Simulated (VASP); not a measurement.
# Sr (Fm-3m) in VASP: notebook

The runs below take Sr through single point, with PBE.

Everything below comes from runs of VASP 6.6.1. Logs are shortened: lines on timing, memory, paths and dates and some standing lists are left out, and cuts for length are marked.

### Step 1. The cell of the first run

It takes space group Fm-3m (No. 225, cubic). Conventional cell: a = 5.310 Å, b = 5.310 Å, c = 5.310 Å, α = 90.00°, β = 90.00°, γ = 90.00°. Sr (site symmetry m-3m) has 12 Sr at 3.75 Å within 4.9 Å.

### Step 2. Single point, PBE (volume scaled by 0.68)

Input file INCAR:

```
SYSTEM = Sr
  ALGO = Normal
  EDIFF = 1E-6
  ENCUT = 520
  GGA = PE
  ISIF = 2
  ISMEAR = -1
  LASPH = .True.
  LCHARG = .False.
  LREAL = .False.
  LWAVE = .False.
  NBANDS = 11
  NELM = 80
  PREC = Accurate
  SIGMA = 0.08
```

Input file KPOINTS:

```
k-points
0
Gamma
  12 12 12
  0 0 0
```

Input file POSCAR:

```
Sr
1.0
    0.0000000000      2.6549261638      2.6549261638
    2.6549261638      0.0000000000      2.6549261638
    2.6549261638      2.6549261638      0.0000000000
Sr
1
Direct
    0.0000000000      0.0000000000      0.0000000000
```

Potentials or basis: VASP PAW PBE potentials, release 64 (Sr_sv).

Command:

```
$ cat potpaw_PBE.64/Sr_sv/POTCAR > POTCAR
$ mpirun -np 1 vasp_std > vasp.out
```

OUTCAR:

```text
SYSTEM = Sr
   EDIFF = 1E-6
   ENCUT = 520
   GGA = PE
   ISIF = 2
   ISMEAR = -1
   LASPH = .True.
   LREAL = .False.
   NELM = 80
   PREC = Accurate

 ion  position               nearest neighbor table
   1  0.000  0.000  0.000-

  LATTYP: Found a face centered cubic cell.
 ALAT       =     5.3098523276

  Lattice vectors:

 A1 = (   0.0000000000,   2.6549261638,   2.6549261638)
 A2 = (   2.6549261638,   0.0000000000,   2.6549261638)
 A3 = (   2.6549261638,   2.6549261638,   0.0000000000)

Analysis of symmetry for initial positions (statically):
=====================================================================
 Subroutine PRICEL returns:
 Original cell was already a primitive cell.

 Routine SETGRP: Setting up the symmetry group for a
 face centered cubic supercell.

 Subroutine GETGRP returns: Found 48 space group operations
 (whereof 48 operations were pure point group operations)
 out of a pool of 48 trial point group operations.

The static configuration has the point symmetry O_h .

Analysis of symmetry for dynamics (positions and initial velocities):
=====================================================================
 Subroutine PRICEL returns:
 Original cell was already a primitive cell.

 Routine SETGRP: Setting up the symmetry group for a
 face centered cubic supercell.

 Subroutine GETGRP returns: Found 48 space group operations
 (whereof 48 operations were pure point group operations)
 out of a pool of 48 trial point group operations.

The dynamic configuration has the point symmetry O_h .

 Subroutine INISYM returns: Found 48 space group operations
 (whereof 48 operations are pure point group operations),
 and found     1 'primitive' translations

----------------------------------------------------------------------------------------

                                     Primitive cell

  volume of cell :      37.4272

  direct lattice vectors                    reciprocal lattice vectors
     0.000000000  2.654926164  2.654926164    -0.188329155  0.188329155  0.188329155
     2.654926164  0.000000000  2.654926164     0.188329155 -0.188329155  0.188329155
     2.654926164  2.654926164  0.000000000     0.188329155  0.188329155 -0.188329155

  length of vectors
     3.754632588  3.754632588  3.754632588     0.326195664  0.326195664  0.326195664

  position of ions in fractional coordinates (direct lattice)
     0.000000000  0.000000000  0.000000000

  ion indices of the primitive-cell ions
   primitive index   ion index
[... 73 lines left out ...]
   EDIFF  = 0.1E-05   stopping-criterion for ELM
   LREAL  =      F    real-space projection
   EDIFFG = 0.1E-04   stopping-criterion for IOM
   NSW    =      0    number of steps for IOM
   IBRION =     -1    ionic relax: 0-MD 1-quasi-New 2-CG
   NFREE  =      0    steps in history (QN), initial steepest desc. (CG)
   ISIF   =      2    stress and relaxation
   ISYM   =      2    0-nonsym 1-usesym 2-fastsym
   POTIM  = 0.5000    time-step for ionic-motion
   TEBEG  =    0.0;   TEEND  =   0.0 temperature during run
   PSTRESS=    0.0 pullay stress
   NELECT =      10.0000    total number of electrons
   NUPDOWN=      -1.0000    fix difference up-down
   EMIN   =  10.00;   EMAX   =-10.00  energy-range for DOS
   EFERMI =   0.00;   METHOD = LEGACY
   ISMEAR =    -1;   SIGMA  =   0.08  broadening in eV -4-tet -1-fermi 0-gaus
   EFERMI_NEDOS =   21; number of points for ismear=-14 and -15
   IALGO  =     38    algorithm
   IMIX   =      4    mixing-type and parameters
     AMIX     =   0.40;   BMIX     =  1.00
     AMIX_MAG =   1.60;   BMIX_MAG =  1.00
  volume/ion in A,a.u.               =      37.43       252.57
  Fermi-wavevector in a.u.,A,eV,Ry     =   1.054417  1.992559 15.126891  1.111795
  Thomas-Fermi vector in A             =   2.189576
   LORBIT       =      0    0 simple, 1 ext, 2 COOP (PROOUT), +10 PAW based schemes
   GGA     = PE    functional components
   LHFCALC =     F    Hartree Fock is set to
   AEXX    =    0.0000 exact exchange contribution
   IVDW    =     0    specifies the selected vdW correction
   LEPSILON=     F    determine dielectric tensor
   LRPA    =     F    only Hartree local field effects (RPA)
 non-spin polarized calculation
  energy-cutoff  :      520.00
  volume of cell :       37.43
 maximum number of plane-waves:      1036
   NGX = 13   NGY = 13   NGZ = 13

 number of electron      10.0000000 magnetization

 Free energy of the ion-electron system (eV)
  ---------------------------------------------------
  ext. energy  EPLUGINS =         0.00000000
  ---------------------------------------------------
  free energy    TOTEN  =        -1.30108260 eV

  energy without entropy =       -1.27903866  energy(sigma->0) =       -1.29006063

 E-fermi :   3.1135     XC(G=0):  -8.6235

 val. band max:        3.0976450433   @ k =   0.5000   0.4167   0.0000
 cond. band min:       3.1299663064   @ k =   0.4167   0.4167   0.0000
 fundamental gap:      0.0323212630
 Fermi energy:         3.1135186218

 k-point     1 :       0.0000    0.0000    0.0000
  band No.  band energies     occupation
      1     -32.8582      2.00000
      2     -14.5695      2.00000
      3     -14.5695      2.00000
      4     -14.5695      2.00000
      5      -1.0192      2.00000
      6       5.8502      0.00000
      7       5.8502      0.00000
      8       5.8502      0.00000
      9       8.0508      0.00000
     10       8.0508      0.00000
     11      11.4954      0.00000
[... 309 lines left out ...]
 k-point    24 :      -0.4167    0.1667    0.0000
  band No.  band energies     occupation
      1     -32.7718      2.00000
      2     -15.2100      2.00000
      3     -14.7891      2.00000
      4     -14.6836      2.00000
      5       2.3281      1.99989
      6       3.6567      0.00225
      7       4.9327      0.00000
      8       6.1064      0.00000
      9       9.1609      0.00000
     10       9.8897      0.00000
     11      11.1643      0.00000

 [... further k-points ...]
[... 5 lines left out ...]
  --------------------------------------------------------------------------------------
  -------------------------------------------------------------------------------------
  Total        1.9276829      1.9276829      1.9276829      0.0000000      0.0000000     -0.0000000
  in kB       82.5199283     82.5199283     82.5199283      0.0000000      0.0000000     -0.0000000
  external PRESSURE =      82.5199283 kB  Pullay stress =       0.0000000 kB

 VOLUME and BASIS-vectors are now :
 -----------------------------------------------------------------------------
  energy-cutoff  :      520.00
  volume of cell :       37.43
      direct lattice vectors                 reciprocal lattice vectors
     0.000000000  2.654926164  2.654926164    -0.188329155  0.188329155  0.188329155
     2.654926164  0.000000000  2.654926164     0.188329155 -0.188329155  0.188329155
     2.654926164  2.654926164  0.000000000     0.188329155  0.188329155 -0.188329155

 POSITION                                       TOTAL-FORCE (eV/Angst)
 -----------------------------------------------------------------------------------
      0.00000      0.00000      0.00000         0.000000      0.000000      0.000000
 -----------------------------------------------------------------------------------
    total drift:                               -0.000000     -0.000000     -0.000000

  FREE ENERGIE OF THE ION-ELECTRON SYSTEM (eV)
  ---------------------------------------------------
  free  energy   TOTEN  =        -1.3010826028 eV

  energy  without entropy=       -1.2790386569  energy(sigma->0) =       -1.29006063
```

stdout:

```text
POSCAR found type information on POSCAR Sr
 POSCAR found :  1 types and       1 ions
 scaLAPACK will be used
 LDA part: xc-table for (Slater+PW92), standard interpolation
 POSCAR, INCAR and KPOINTS ok, starting setup
 FFT: planning ... GRIDC
 FFT: planning ... GRID_SOFT
 FFT: planning ... GRID
 WAVECAR not read
 entering main loop
```

Wall time 9.6 s (1 thread of Intel Xeon 6975P-C (Granite Rapids), shared host); peak memory 0.17 GiB.

What came out:

```yaml
Free_energy: -1.3011 eV
Pressure: 8.3 GPa
Band_gap_on_the_k_mesh: zero (band 5 reaches 3.15 eV, above the bottom of band 6 at 3.01 eV)
```

### Step 3. Single point, PBE (volume scaled by 0.68)

Input file INCAR:

```
PREC     = Accurate       # precision mode
ENCUT    = 520            # plane-wave cutoff, eV
EDIFF    = 1E-7           # SCF threshold, eV
ISMEAR   = -1             # smearing method
SIGMA    = 0.08           # smearing width, eV
LREAL    = False          # projectors in reciprocal space
LASPH    = True           # aspherical terms in the spheres
NELM     = 80             # most SCF steps
ALGO     = Normal         # electronic algorithm
ISIF     = 2              # what is computed and relaxed
LWAVE    = False          # write WAVECAR
LCHARG   = True           # write CHGCAR
GGA      = PE             # functional
LELF     = True           # ELF
LVHAR    = True         
NBANDS   = 11             # bands
```

Input file KPOINTS:

```
regular mesh
0
Gamma
  12 12 12
```

POSCAR is that of step 2.

Potentials or basis: VASP PAW PBE potentials, release 64 (Sr_sv).

Command:

```
$ cat potpaw_PBE.64/Sr_sv/POTCAR > POTCAR
$ mpirun -np 1 vasp_std > vasp.out
```

OUTCAR:

```text
PREC = Accurate
   ENCUT = 520
   EDIFF = 1E-7
   ISMEAR = -1
   LREAL = False
   LASPH = True
   NELM = 80
   ISIF = 2
   GGA = PE

 ion  position               nearest neighbor table
   1  0.000  0.000  0.000-

  LATTYP: Found a face centered cubic cell.
 ALAT       =     5.3098523276

  Lattice vectors:

 A1 = (   0.0000000000,   2.6549261638,   2.6549261638)
 A2 = (   2.6549261638,   0.0000000000,   2.6549261638)
 A3 = (   2.6549261638,   2.6549261638,   0.0000000000)

Analysis of symmetry for initial positions (statically):
=====================================================================
 Subroutine PRICEL returns:
 Original cell was already a primitive cell.

 Routine SETGRP: Setting up the symmetry group for a
 face centered cubic supercell.

 Subroutine GETGRP returns: Found 48 space group operations
 (whereof 48 operations were pure point group operations)
 out of a pool of 48 trial point group operations.

The static configuration has the point symmetry O_h .

Analysis of symmetry for dynamics (positions and initial velocities):
[... 153 lines left out ...]

  energy without entropy =       -1.27903689  energy(sigma->0) =       -1.29005935

 E-fermi :   3.1135     XC(G=0):  -8.6236

 val. band max:        3.0975989256   @ k =   0.5000   0.4167   0.0000
 cond. band min:       3.1299177192   @ k =   0.4167   0.4167   0.0000
 fundamental gap:      0.0323187936
 Fermi energy:         3.1135048551

 k-point     1 :       0.0000    0.0000    0.0000
  band No.  band energies     occupation
      1     -32.8589      2.00000
      2     -14.5701      2.00000
      3     -14.5701      2.00000
      4     -14.5701      2.00000
      5      -1.0189      2.00000
      6       5.8500      0.00000
      7       5.8500      0.00000
      8       5.8500      0.00000
      9       8.0505      0.00000
     10       8.0505      0.00000
     11      11.4956      0.00000
[... 309 lines left out ...]
 k-point    24 :      -0.4167    0.1667    0.0000
  band No.  band energies     occupation
      1     -32.7724      2.00000
      2     -15.2106      2.00000
      3     -14.7897      2.00000
      4     -14.6842      2.00000
      5       2.3282      1.99989
      6       3.6567      0.00225
      7       4.9326      0.00000
      8       6.1063      0.00000
      9       9.1606      0.00000
     10       9.8895      0.00000
     11      11.1642      0.00000

 [... further k-points ...]
[... 5 lines left out ...]
  --------------------------------------------------------------------------------------
  -------------------------------------------------------------------------------------
  Total        1.9303138      1.9303138      1.9303138     -0.0000000     -0.0000000      0.0000000
  in kB       82.6325511     82.6325511     82.6325511     -0.0000000     -0.0000000      0.0000000
  external PRESSURE =      82.6325511 kB  Pullay stress =       0.0000000 kB

 VOLUME and BASIS-vectors are now :
 -----------------------------------------------------------------------------
  energy-cutoff  :      520.00
  volume of cell :       37.43
      direct lattice vectors                 reciprocal lattice vectors
     0.000000000  2.654926164  2.654926164    -0.188329155  0.188329155  0.188329155
     2.654926164  0.000000000  2.654926164     0.188329155 -0.188329155  0.188329155
     2.654926164  2.654926164  0.000000000     0.188329155  0.188329155 -0.188329155

 POSITION                                       TOTAL-FORCE (eV/Angst)
 -----------------------------------------------------------------------------------
      0.00000      0.00000      0.00000         0.000000     -0.000000      0.000000
 -----------------------------------------------------------------------------------
    total drift:                               -0.000000     -0.000000     -0.000000

  FREE ENERGIE OF THE ION-ELECTRON SYSTEM (eV)
  ---------------------------------------------------
  free  energy   TOTEN  =        -1.3010818006 eV

  energy  without entropy=       -1.2790368917  energy(sigma->0) =       -1.29005935
```

OSZICAR:

```text
N       E                     dE             d eps       ncg     rms          rms(c)
DAV:   1     0.332562078440E+02    0.33256E+02   -0.51377E+03  1584   0.828E+02
DAV:   2     0.367907446617E-01   -0.33219E+02   -0.32634E+02  1887   0.156E+02
DAV:   3    -0.126135681959E+01   -0.12981E+01   -0.12847E+01  2218   0.227E+01
DAV:   4    -0.131507552397E+01   -0.53719E-01   -0.53670E-01  2033   0.421E+00
DAV:   5    -0.131673475918E+01   -0.16592E-02   -0.16592E-02  2188   0.524E-01    0.143E+01
DAV:   6    -0.130668607212E+01    0.10049E-01   -0.62530E-03  2451   0.696E-01    0.841E+00
DAV:   7    -0.130097337491E+01    0.57127E-02   -0.12163E-02  2547   0.944E-01    0.154E-01
DAV:   8    -0.130106989338E+01   -0.96518E-04   -0.12728E-04  1905   0.106E-01    0.353E-02
DAV:   9    -0.130108190333E+01   -0.12010E-04   -0.17314E-05  2483   0.288E-02    0.156E-02
DAV:  10    -0.130108260852E+01   -0.70519E-06   -0.51684E-06  1971   0.173E-02    0.667E-03
DAV:  11    -0.130108198828E+01    0.62024E-06   -0.65616E-07  2213   0.609E-03    0.179E-03
DAV:  12    -0.130108182833E+01    0.15995E-06   -0.26386E-08  1000   0.109E-03    0.395E-04
DAV:  13    -0.130108180064E+01    0.27689E-07   -0.91291E-09   882   0.584E-04
   1 F= -.13010818E+01 E0= -.12900593E+01  d E =-.220449E-01
```

Wall time 12 s (1 thread of Intel Xeon 6975P-C (Granite Rapids), shared host); peak memory 0.17 GiB.

What came out:

```yaml
Free_energy: -1.3011 eV
Pressure: 8.3 GPa
Band_gap_on_the_k_mesh: zero (band 5 reaches 3.15 eV, above the bottom of band 6 at 3.01 eV)
```

### Step 4. Single point, PBE (volume scaled by 0.76)

Input file INCAR:

```
PREC = Accurate ; ENCUT = 520
EDIFF = 1E-6 ; ISMEAR = -1
SIGMA = 0.08 ; LREAL = False
LASPH = True ; NELM = 80
ALGO = Normal ; ISIF = 2
LWAVE = False ; LCHARG = True
GGA = PE ; LELF = True
LVHAR = True ; NBANDS = 11
```

KPOINTS is that of step 3.

Input file POSCAR:

```
Sr
1.0
    0.0000000000      2.7552055670      2.7552055670
    2.7552055670      0.0000000000      2.7552055670
    2.7552055670      2.7552055670      0.0000000000
Sr
1
Direct
    0.0000000000      0.0000000000      0.0000000000
```

Command:

```
$ cat potpaw_PBE.64/Sr_sv/POTCAR > POTCAR
$ mpirun -np 1 vasp_std > vasp.out
```

Run time: 14 s. Hardware: 1 thread of Intel Xeon 6975P-C (Granite Rapids), shared host; peak memory 0.18 GiB.

The run converged. Its results:

```
Free energy : -1.4809 eV
Pressure    : 5.0 GPa
```

Levels at points of the mesh, in eV from the Fermi level:
```
           k point  band 1  band 2  band 3  band 4  band 5  band 6  band 7  band 8  band 9  band 10
(0.00, 0.00, 0.00)  -36.15  -17.94  -17.94  -17.94   -4.04    2.61    2.61    2.61    4.57     4.57
(0.50, 0.00, 0.00)  -36.10  -18.44  -18.01  -18.01   -1.29    0.56    2.39    2.39    5.99     5.99
(0.50, 0.50, 0.00)  -36.08  -18.41  -18.12  -18.12   -1.03    0.04    1.85    6.01    6.42     6.42
```

(Part 1 of 2 ends here.)
